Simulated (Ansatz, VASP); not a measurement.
# One calculation of InP, two programs

```
CELL_PARAMETERS angstrom
0.00000 2.85500 2.91210
2.85500 0.00000 2.91210
2.85500 2.85500 0.00000
ATOMIC_POSITIONS crystal
In 0.00000 0.00000 0.00000
P 0.50000 0.50000 0.50000
```

Change from the starting cell: zz strain of +2 %.

Alike in both runs: task single point; functional LDA; k mesh 11 × 11 × 11; occupations fermi-dirac, width 0.05 eV; no spin polarisation.

```csv
,VASP,Ansatz
version,VASP 6.6.1,Ansatz 0.2.0
potentials or method,"VASP PAW LDA potentials, release 64 (In_d, P), cutoff 520 eV","all-electron LAPW, scalar-relativistic"
```

|  | VASP | Ansatz | Ansatz less VASP |
| --- | --- | --- | --- |
| pressure (GPa) | -10.3 | -10.3 | +0.02 |
| traceless stress, the component that is largest in VASP (GPa) | -0.75 | -0.74 | +0.005 |

LDA's correlation is that of Perdew and Zunger in VASP and of Perdew and Wang (1992) in Ansatz. Ansatz ran all-electron here, and VASP with PAW potentials.
